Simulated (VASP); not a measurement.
Write the native input for VASP 6.6.1 that does the following.

```
Task                   : single point
Functional             : r2SCAN
Potentials or basis    : VASP PAW PBE potentials, release 64 (La, Zn)
Cutoff                 : 520 eV
k mesh                 : 9 × 9 × 9
Occupations            : fermi-dirac, width 0.1 eV
Spin                   : no spin polarisation
Dipole correction      : no
Further INCAR settings : ALGO = Normal; EDIFF = 1e-06; NBANDS = 18
```

Crystal: LaZn.

```
CELL_PARAMETERS angstrom
3.70742 0.00000 0.00000
0.00000 3.70742 0.00000
0.00000 0.00000 3.70742
ATOMIC_POSITIONS crystal
La 0.50000 0.50000 0.50000
Zn 0.00000 0.00000 0.00000
```

One way to write it, as run:

POSCAR

```
LaZn
1.0
    3.7074217300      0.0000000000      0.0000000000
    0.0000000000      3.7074217300      0.0000000000
    0.0000000000      0.0000000000      3.7074217300
La Zn
1 1
Direct
    0.5000000000      0.5000000000      0.5000000000
    0.0000000000      0.0000000000      0.0000000000
```

INCAR.step1

```
PREC = Accurate
ENCUT = 520
ISMEAR = -1
SIGMA = 0.1
LREAL = False
LASPH = True
NELM = 80
NBANDS = 18
GGA = PE
ALGO = Normal
EDIFF = 1E-4
LWAVE = True
LCHARG = False
```

INCAR.step2

```
PREC = Accurate
ENCUT = 520
EDIFF = 1E-6
ISMEAR = -1
SIGMA = 0.1
LREAL = False
LASPH = True
NELM = 80
ALGO = Normal
ISIF = 2
LWAVE = False
LCHARG = True
METAGGA = R2SCAN
LMIXTAU = True
LELF = True
LVHAR = True
NBANDS = 18
ISTART = 1
```

KPOINTS

```
Automatic mesh
0
Gamma
  9 9 9
```

Potentials or basis: VASP PAW PBE potentials, release 64 (La, Zn).

Run with:

```sh
$ cat potpaw_PBE.64/La/POTCAR potpaw_PBE.64/Zn/POTCAR > POTCAR
$ cp INCAR.step1 INCAR
$ mpirun -np 1 vasp_std > vasp.out
$ cp INCAR.step2 INCAR
$ mpirun -np 1 vasp_std > vasp.out
```

Results of the run:

```json
{
 "Pressure": "2.1 GPa"
}
```

Caveat: the PAW data sets were made with another functional, which shifts forces and pressure a little.

Run time: 2.1 min on 1 thread of Intel Xeon 6975P-C, with other jobs on the host, peak memory 0.2 GiB.
